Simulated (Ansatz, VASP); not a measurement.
## Two plane-wave programs on Cs

```
Cs
1.0
     0.00000    3.94834    3.94834
     3.94834    0.00000    3.94834
     3.94834    3.94834    0.00000
Cs
1
Cartesian
  0.0000 0.0000 0.0000
```

Alike in both runs: functional r2SCAN0; k mesh 4 × 4 × 4; occupations fermi-dirac, width 0.05 eV; no spin polarisation.

```csv
,VASP,Ansatz
version,VASP 6.6.1,Ansatz 0.2.0
potentials or method,"VASP PAW PBE potentials, release 64 (Cs_sv)",Ansatz PAW
plane-wave cutoff (eV),520,500
valence electrons in the cell,9,9
task,single point,projected density of states
```

|  | VASP | Ansatz | Ansatz less VASP |
| --- | --- | --- | --- |
| gap on the k mesh at the Fermi level (eV) | none | none | - |
| pressure (GPa) | 0.0 | 0.0 | +0.03 |

VASP's potentials were made for PBE, not for r2SCAN0. A gap of «none» marks a metal or a gap that the smearing closes.

Neither program's run includes spin-orbit coupling.
